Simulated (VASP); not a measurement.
# Ta6Si in VASP: notebook, part 2 of 2

VASP 6.6.1. The steps go on from the part before.

## (4) Single point, PBE, collinear spin

INCAR

```
SYSTEM = Ta6Si
  ALGO = Normal
  DIPOL = 0.5 0.5 0.327
  EDIFF = 1E-6
  ENCUT = 400
  GGA = PE
  GGA_COMPAT = .FALSE.
  IDIPOL = 3
  ISIF = 2
  ISMEAR = 0
  ISPIN = 2
  LASPH = .TRUE.
  LCHARG = .FALSE.
  LDIPOL = .TRUE.
  LMAXMIX = 4
  LORBIT = 11
  LREAL = .FALSE.
  LWAVE = .FALSE.
  MAGMOM = 0 0 0 0 0 0 2
  NBANDS = 48
  NELM = 200
  NELMDL = -8
  PREC = Accurate
  SIGMA = 0.1
```

KPOINTS

```
k-points
0
G
  6 6 1
  0 0 0
```

POSCAR

```
Ta6Si
1.0
    4.6937283341      0.0000000000      0.0000000000
   -2.3468641670      4.0648879758      0.0000000000
    0.0000000000      0.0000000000     21.4881921123
Ta Si
6 1
Direct
    0.6666666667      0.3333333333      0.1861487453
    0.3333333333      0.6666666667      0.2307361763
    0.0000000000      0.0000000000      0.2753236074
    0.6666666667      0.3333333333      0.3164374187
    0.3333333333      0.6666666667      0.3553085563
    0.0000000000      0.0000000000      0.3950165778
    0.7777777778     -0.7777777778      0.5332320212
```

The run is started by

```sh
cat potpaw_PBE.64/Ta_pv/POTCAR potpaw_PBE.64/Si/POTCAR > POTCAR
mpirun -np 1 vasp_std > vasp.out
```

Wall time 37 min (1 thread of Intel Xeon 8259CL, shared host); peak memory 0.62 GiB.

It converged, with:

```
Free energy                                           : -66.5350 eV
Largest force                                         : 1.896 eV/Å
Band gap on the k mesh                                : zero (filled and empty bands overlap)
Net moment                                            : 0.00 μB per cell
Valence electrons inside the program's atomic spheres : Ta 8.76, 8.95, 8.94, 8.88, 8.99, 8.84; Si 1.45
```

Forces in eV/Å, atoms in the order of the input:
```
Ta  -0.003  0.002  1.798
Ta  -0.024  0.014 -0.301
Ta  -0.014  0.008 -1.896
Ta   0.060 -0.035  0.049
Ta   0.110 -0.063  0.688
Ta  -0.465  0.269  1.119
Si   0.336 -0.194 -1.457
```

Levels at points of the mesh, in eV from the Fermi level:
Spin up:
| k point | band 32 | band 33 | band 34 | band 35 | band 36 | band 37 | band 38 | band 39 |
| --- | --- | --- | --- | --- | --- | --- | --- | --- |
| (0.00, 0.00, 0.00) | -0.81 | -0.43 | -0.31 | -0.26 | 0.22 | 0.33 | 0.35 | 1.21 |
| (0.50, 0.00, 0.00) | -0.81 | -0.71 | -0.32 | -0.17 | 0.02 | 0.56 | 0.73 | 0.94 |
| (0.50, 0.50, 0.00) | -0.81 | -0.73 | -0.56 | -0.17 | 0.08 | 0.53 | 0.68 | 0.91 |
Spin down:
```tsv
k point	band 33	band 34	band 35	band 36	band 37	band 38
(0.00, 0.00, 0.00)	-0.43	-0.31	-0.26	0.22	0.33	0.35
(0.50, 0.00, 0.00)	-0.71	-0.32	-0.17	0.02	0.56	0.73
(0.50, 0.50, 0.00)	-0.73	-0.56	-0.17	0.08	0.53	0.68
```

Caveat: spin-orbit coupling is left out, which moves the levels of the heavy elements.

## (5) Single point, PBE, collinear spin

INCAR

```
SYSTEM = Ta6Si
ALGO     = Normal         ! electronic algorithm
DIPOL    = 0.5 0.5 0.324
EDIFF    = 1E-6           ! SCF threshold, eV
ENCUT    = 400            ! plane-wave cutoff, eV
GGA      = PE             ! functional
GGA_COMPAT= .False.      
IDIPOL   = 3            
ISIF     = 2              ! what is computed and relaxed
ISMEAR   = 0              ! smearing method
ISPIN    = 2              ! spin polarisation
LASPH    = .True.         ! aspherical terms in the spheres
LCHARG   = .False.        ! write CHGCAR
LDIPOL   = .True.       
LMAXMIX  = 4              ! l up to which the mixer works
LORBIT   = 11             ! projections on sites
LREAL    = .False.        ! projectors in reciprocal space
LWAVE    = .False.        ! write WAVECAR
MAGMOM   = 0 0 0 0 0 0 2  ! initial moments
NBANDS   = 48             ! bands
NELM     = 200            ! most SCF steps
NELMDL   = -8           
PREC     = Accurate       ! precision mode
SIGMA    = 0.1            ! smearing width, eV
```

KPOINTS

```
k-points
0
Gamma
  6 6 1
  0 0 0
```

POSCAR: that of step 4 with these lines changed.

```diff
@@ -14,2 +14,2 @@
     0.0000000000      0.0000000000      0.3950165778
-    0.7777777778     -0.7777777778      0.5332320212
+    0.1111111111     -0.1111111111      0.5067058250
```

Potentials or basis: VASP PAW PBE potentials, release 64 (Ta_pv, Si).

The run is started by

```sh
cat potpaw_PBE.64/Ta_pv/POTCAR potpaw_PBE.64/Si/POTCAR > POTCAR
mpirun -np 1 vasp_std > vasp.out
```

OUTCAR:

```text
SYSTEM = Ta6Si
   EDIFF = 1E-6
   ENCUT = 400
   GGA = PE
   ISIF = 2
   ISMEAR = 0
   ISPIN = 2
   LASPH = .True.
   LORBIT = 11
   LREAL = .False.
   NELM = 200
   NELMDL = -8
   PREC = Accurate

 ion  position               nearest neighbor table
   1  0.667  0.333  0.186-   4 2.80   2 2.87   2 2.87   2 2.87   3 3.32   3 3.32   3 3.32
   2  0.333  0.667  0.231-   5 2.68   1 2.87   1 2.87   3 2.87   1 2.87   3 2.87   3 2.87   4 3.28
                             4 3.28   4 3.28
   3  0.000  0.000  0.275-   6 2.57   4 2.85   4 2.85   4 2.85   2 2.87   2 2.87   2 2.87   5 3.21
                             5 3.21   5 3.21   1 3.32   1 3.32   1 3.32
   4  0.667  0.333  0.316-   1 2.80   5 2.84   5 2.84   5 2.84   3 2.85   3 2.85   3 2.85   6 3.19
                             6 3.19   6 3.19   2 3.28   2 3.28   2 3.28
   5  0.333  0.667  0.355-   2 2.68   4 2.84   4 2.84   4 2.84   6 2.84   6 2.84   6 2.84   3 3.21
                             3 3.21   3 3.21
   6  0.000  0.000  0.395-   7 2.56   3 2.57   5 2.84   5 2.84   5 2.84   4 3.19   4 3.19   4 3.19

   7  0.111  0.889  0.507-   6 2.56

  LATTYP: Found a hexagonal cell.
 ALAT       =     4.6937283341
 C/A-ratio  =     4.5780647244

  Lattice vectors:

 A1 = (   4.6937283341,   0.0000000000,   0.0000000000)
 A2 = (  -2.3468641670,   4.0648879758,   0.0000000000)
 A3 = (   0.0000000000,   0.0000000000,  21.4881921123)

Analysis of symmetry for initial positions (statically):
=====================================================================
 Subroutine PRICEL returns:
 Original cell was already a primitive cell.

 Routine SETGRP: Setting up the symmetry group for a
 hexagonal supercell.

 Subroutine GETGRP returns: Found  2 space group operations
 (whereof  2 operations were pure point group operations)
 out of a pool of 24 trial point group operations.

The static configuration has the point symmetry C_1h.

[... 835 lines left out ...]
     46       1.5924      0.00000
     47       1.9315      0.00000
 Fermi energy:        -0.9685316708

 spin component 2

 k-point     1 :       0.0000    0.0000    0.0000
  band No.  band energies     occupation
      1     -35.5669      1.00000
      2     -35.4432      1.00000
      3     -35.3494      1.00000
      4     -35.3486      1.00000
      5     -35.2095      1.00000
      6     -35.2032      1.00000
[... 639 lines left out ...]
     46       1.5924      0.00000
     47       1.9315      0.00000
 [bands above 47 left out]

------------------------ aborting loop because EDIFF is reached ----------------------------------------

 vacuum level on the upper side and lower side of the slab       (xc-potential included)         0.539        -0.859

  FORCE on cell =-STRESS in cart. coord.  units (eV):
  Direction    XX          YY          ZZ          XY          YZ          ZX
  --------------------------------------------------------------------------------------
  -------------------------------------------------------------------------------------
  Total       -4.7347979     -4.4703025     -4.4561660      0.2290597     -0.8250625      1.4290472
  in kB      -18.5031479    -17.4695246    -17.4142806      0.8951441     -3.2242673      5.5845828
  external PRESSURE =     -17.7956510 kB  Pullay stress =       0.0000000 kB

 VOLUME and BASIS-vectors are now :
 -----------------------------------------------------------------------------
  energy-cutoff  :      400.00
  volume of cell :      409.98
      direct lattice vectors                 reciprocal lattice vectors
     4.693728334  0.000000000  0.000000000     0.213050251  0.123004620  0.000000000
    -2.346864167  4.064887976  0.000000000     0.000000000  0.246009240  0.000000000
     0.000000000  0.000000000 21.488192112     0.000000000  0.000000000  0.046537186

 POSITION                                       TOTAL-FORCE (eV/Angst)
 -----------------------------------------------------------------------------------
      2.34686      1.35496      4.00000        -0.048269      0.027868      1.825455
     -0.00000      2.70993      4.95810        -0.051212      0.029567     -0.423859
      0.00000      0.00000      5.91621         0.067579     -0.039017     -1.930718
      2.34686      1.35496      6.79967         0.000944     -0.000545      0.026512
     -0.00000      2.70993      7.63494        -0.350569      0.202401      1.090326
      0.00000      0.00000      8.48819         0.003042     -0.001756      0.112368
     -1.56458      3.61323     10.88819         0.378486     -0.218519     -0.700084
 -----------------------------------------------------------------------------------
    total drift:                                0.000134     -0.000078      0.000325

  FREE ENERGIE OF THE ION-ELECTRON SYSTEM (eV)
  ---------------------------------------------------
  free  energy   TOTEN  =       -67.6839121659 eV

  energy  without entropy=      -67.6504866539  energy(sigma->0) =      -67.66719941

 vacuum level on the upper side and lower side of the slab         3.790         2.362

 total charge

# of ion       s       p       d       tot
------------------------------------------
    1        0.384   6.009   2.369   8.762
    2        0.389   6.108   2.451   8.948
    3        0.377   6.164   2.384   8.925
    4        0.371   6.172   2.350   8.893
    5        0.393   6.127   2.467   8.987
    6        0.398   6.078   2.463   8.939
    7        0.924   0.603   0.000   1.527
--------------------------------------------------
tot          3.236  37.262  14.484  54.982

 magnetization (x)

# of ion       s       p       d       tot
------------------------------------------
    1       -0.000   0.000  -0.000  -0.000
    2        0.000   0.000   0.000   0.000
    3        0.000   0.000   0.000   0.000
    4       -0.000  -0.000  -0.000  -0.000
    5        0.000  -0.000   0.000   0.000
    6       -0.000   0.000  -0.000  -0.000
    7        0.000   0.000   0.000   0.000
--------------------------------------------------
tot         -0.000   0.000  -0.000  -0.000
```

stdout:

```text
POSCAR found type information on POSCAR TaSi
 POSCAR found :  2 types and       7 ions
 scaLAPACK will be used
 LDA part: xc-table for (Slater+PW92), standard interpolation
 POSCAR, INCAR and KPOINTS ok, starting setup
 FFT: planning ... GRIDC
 FFT: planning ... GRID_SOFT
 FFT: planning ... GRID
 WAVECAR not read
 entering main loop
```

Wall time 31 min (1 thread of Intel Xeon 8259CL, shared host); peak memory 0.62 GiB.

What came out:

```yaml
Free_energy: -67.6839 eV
Largest_force: 1.932 eV/Å
Band_gap_on_the_k_mesh: 0.02 eV (least direct gap 0.06 eV)
Net_moment: 0.00 μB per cell
Valence_electrons_inside_the_program's_atomic_spheres: Ta 8.76, 8.95, 8.93, 8.89, 8.99, 8.94; Si 1.53
```

Forces in eV/Å, atoms in the order of the input:
```
Ta  -0.048  0.028  1.825
Ta  -0.051  0.030 -0.424
Ta   0.068 -0.039 -1.931
Ta   0.001 -0.001  0.027
Ta  -0.351  0.202  1.090
Ta   0.003 -0.002  0.112
Si   0.378 -0.219 -0.700
```

Caveat: spin-orbit coupling is left out, which moves the levels of the heavy elements.

## (6) Single point, PBE, collinear spin

INCAR

```
PREC = Accurate
ENCUT = 400
EDIFF = 1E-6
ISMEAR = 0
SIGMA = 0.1
LREAL = F
LASPH = T
NELM = 200
ALGO = Normal
ISIF = 2
LWAVE = F
LCHARG = F
ISPIN = 2
MAGMOM = 0 0 0 0 0 0 2
LORBIT = 11
LMAXMIX = 4
LDIPOL = T
IDIPOL = 3
DIPOL = 0.5 0.5 0.330
GGA = PE
NBANDS = 48
GGA_COMPAT = F
NELMDL = -8
```

KPOINTS

```
Automatic mesh
0
Gamma
  6 6 1
```

POSCAR: that of step 5 with these lines changed.

```diff
@@ -14,2 +14,2 @@
     0.0000000000      0.0000000000      0.3950165778
-    0.1111111111     -0.1111111111      0.5067058250
+    0.2222222222     -0.2222222222      0.5518468957
```

Potentials or basis: VASP PAW PBE potentials, release 64 (Ta_pv, Si).

The run is started by

```sh
cat potpaw_PBE.64/Ta_pv/POTCAR potpaw_PBE.64/Si/POTCAR > POTCAR
mpirun -np 1 vasp_std > vasp.out
```

OUTCAR:

```text
PREC = Accurate
   ENCUT = 400
   EDIFF = 1E-6
   ISMEAR = 0
   LREAL = F
   LASPH = T
   NELM = 200
   ISIF = 2
   ISPIN = 2
   LORBIT = 11
   GGA = PE
   NELMDL = -8

 ion  position               nearest neighbor table
   1  0.667  0.333  0.186-   4 2.80   2 2.87   2 2.87   2 2.87   3 3.32   3 3.32   3 3.32
   2  0.333  0.667  0.231-   5 2.68   1 2.87   1 2.87   3 2.87   1 2.87   3 2.87   3 2.87   4 3.28
                             4 3.28   4 3.28
   3  0.000  0.000  0.275-   6 2.57   4 2.85   4 2.85   4 2.85   2 2.87   2 2.87   2 2.87   5 3.21
                             5 3.21   5 3.21   1 3.32   1 3.32   1 3.32
   4  0.667  0.333  0.316-   1 2.80   5 2.84   5 2.84   5 2.84   3 2.85   3 2.85   3 2.85   6 3.19
                             6 3.19   6 3.19   2 3.28   2 3.28   2 3.28
   5  0.333  0.667  0.355-   2 2.68   4 2.84   4 2.84   4 2.84   6 2.84   6 2.84   6 2.84   3 3.21
                             3 3.21   3 3.21
   6  0.000  0.000  0.395-   3 2.57   5 2.84   5 2.84   5 2.84   4 3.19   4 3.19   4 3.19
   7  0.222  0.778  0.552-

  LATTYP: Found a hexagonal cell.
 ALAT       =     4.6937283341
 C/A-ratio  =     4.5780647244

[... 1520 lines left out ...]
  external PRESSURE =     -26.4435432 kB  Pullay stress =       0.0000000 kB

 VOLUME and BASIS-vectors are now :
 -----------------------------------------------------------------------------
  energy-cutoff  :      400.00
  volume of cell :      409.98
      direct lattice vectors                 reciprocal lattice vectors
     4.693728334  0.000000000  0.000000000     0.213050251  0.123004620  0.000000000
    -2.346864167  4.064887976  0.000000000     0.000000000  0.246009240  0.000000000
     0.000000000  0.000000000 21.488192112     0.000000000  0.000000000  0.046537186

 POSITION                                       TOTAL-FORCE (eV/Angst)
 -----------------------------------------------------------------------------------
      2.34686      1.35496      4.00000        -0.046342      0.026755      1.806471
     -0.00000      2.70993      4.95810         0.010672     -0.006161     -0.241418
      0.00000      0.00000      5.91621         0.077246     -0.044598     -1.863452
      2.34686      1.35496      6.79967        -0.034693      0.020030     -0.150497
     -0.00000      2.70993      7.63494        -0.162830      0.094010      0.602952
      0.00000      0.00000      8.48819         0.234151     -0.135187      1.000178
     -0.78229      3.16158     11.85819        -0.078205      0.045152     -1.154234
 -----------------------------------------------------------------------------------
    total drift:                               -0.000118      0.000068      0.000266

  FREE ENERGIE OF THE ION-ELECTRON SYSTEM (eV)
  ---------------------------------------------------
  free  energy   TOTEN  =       -66.1474508989 eV

  energy  without entropy=      -66.1081278588  energy(sigma->0) =      -66.12778938

 vacuum level on the upper side and lower side of the slab         3.449         2.391

 total charge

# of ion       s       p       d       tot
------------------------------------------
    1        0.387   6.011   2.357   8.755
    2        0.389   6.106   2.455   8.951
    3        0.379   6.166   2.397   8.942
    4        0.371   6.171   2.344   8.886
    5        0.395   6.123   2.470   8.988
    6        0.390   6.043   2.406   8.839
    7        0.953   0.496   0.000   1.449
--------------------------------------------------
tot          3.265  37.115  14.429  54.810

 magnetization (x)

# of ion       s       p       d       tot
------------------------------------------
    1       -0.000  -0.001  -0.022  -0.023
    2       -0.000  -0.001   0.000  -0.002
    3        0.000  -0.000  -0.002  -0.002
    4        0.000   0.002   0.009   0.011
    5       -0.001   0.002  -0.013  -0.012
    6       -0.001   0.002  -0.028  -0.027
    7        0.001   0.065   0.000   0.066
--------------------------------------------------
tot         -0.002   0.068  -0.055   0.012
```

OSZICAR:

```text
N       E                     dE             d eps       ncg     rms          rms(c)
DAV:   1     0.426196438016E+03    0.42620E+03   -0.34111E+04  3296   0.100E+03
DAV:   2    -0.486218491002E+02   -0.47482E+03   -0.45973E+03  2936   0.285E+02
DAV:   3    -0.730393309186E+02   -0.24417E+02   -0.23337E+02  3168   0.547E+01
[... 40 lines left out ...]
DAV:  44    -0.661474387790E+02   -0.63804E-05   -0.26911E-05  2792   0.566E-03    0.990E-04
DAV:  45    -0.661474441280E+02   -0.53490E-05   -0.78641E-06  2544   0.326E-03    0.573E-04
DAV:  46    -0.661474481537E+02   -0.40257E-05   -0.33521E-06  2280   0.207E-03    0.388E-04
DAV:  47    -0.661474500565E+02   -0.19027E-05   -0.13593E-06  1888   0.139E-03    0.330E-04
DAV:  48    -0.661474508989E+02   -0.84248E-06   -0.95735E-07  1840   0.116E-03
   1 F= -.66147451E+02 E0= -.66127789E+02  d E =-.393230E-01  mag=     0.1707
```

stdout:

```text
POSCAR found type information on POSCAR TaSi
 POSCAR found :  2 types and       7 ions
 scaLAPACK will be used
 LDA part: xc-table for (Slater+PW92), standard interpolation
 POSCAR, INCAR and KPOINTS ok, starting setup
 FFT: planning ... GRIDC
 FFT: planning ... GRID_SOFT
 FFT: planning ... GRID
 WAVECAR not read
 entering main loop
```

Run time: 12 min. Hardware: 1 thread of Intel Xeon 6975P-C (Granite Rapids), shared host; peak memory 0.61 GiB.

Results:

```yaml
Free_energy: -66.1475 eV
Largest_force: 1.866 eV/Å
Net_moment: 0.17 μB per cell
Site_moments: Ta -0.02, -0.00, +0.01, -0.01, -0.03 (each value once); Si +0.07 μB
Valence_electrons_inside_the_program's_atomic_spheres: Ta 8.76, 8.95, 8.94, 8.89, 8.99, 8.84; Si 1.45
```

Forces on the atoms (eV/Å):
```
Ta  -0.046  0.027  1.806
Ta   0.011 -0.006 -0.241
Ta   0.077 -0.045 -1.863
Ta  -0.035  0.020 -0.150
Ta  -0.163  0.094  0.603
Ta   0.234 -0.135  1.000
Si  -0.078  0.045 -1.154
```

Levels at points of the mesh, in eV from the Fermi level:
Spin up:
```
           k point  band 32  band 33  band 34  band 35  band 36  band 37  band 38  band 39
(0.00, 0.00, 0.00)    -0.81    -0.55    -0.32    -0.31     0.20     0.33     0.34     1.17
(0.50, 0.00, 0.00)    -0.83    -0.72    -0.46    -0.19     0.04     0.39     0.71     0.76
(0.50, 0.50, 0.00)    -0.83    -0.74    -0.59    -0.19     0.07     0.45     0.70     0.72
```
Spin down:
```
           k point  band 33  band 34  band 35  band 36  band 37  band 38
(0.00, 0.00, 0.00)    -0.41    -0.33    -0.32     0.19     0.32     0.33
(0.50, 0.00, 0.00)    -0.68    -0.37    -0.21     0.11     0.39     0.75
(0.50, 0.50, 0.00)    -0.66    -0.56    -0.21     0.11     0.44     0.74
```

Caveat: spin-orbit coupling is left out, which moves the levels of the heavy elements.

## (7) Overview

| cell | gap on the mesh (eV) | moment (μB) | largest force (eV/Å) |
| --- | --- | --- | --- |
| as given, atomic positions A | none | 0.24 | 1.85 |
| as given, atomic positions B | none | 0.00 | 2.38 |
| as given, atomic positions C | none | 0.00 | 1.90 |
| as given, atomic positions D | 0.02 | 0.00 | 1.93 |
| as given, atomic positions E | none | 0.17 | 1.87 |

Alike in all rows: task single point; level PBE; potentials or basis VASP PAW PBE potentials, release 64 (Ta_pv, Si); spin collinear; k mesh 6 × 6 × 1; cutoff (eV) 400; smearing gaussian 0.1 eV.

Caveats: spin-orbit coupling is left out, which moves the levels of the heavy elements.

Absolute energies hang on the potentials; compare differences alone.
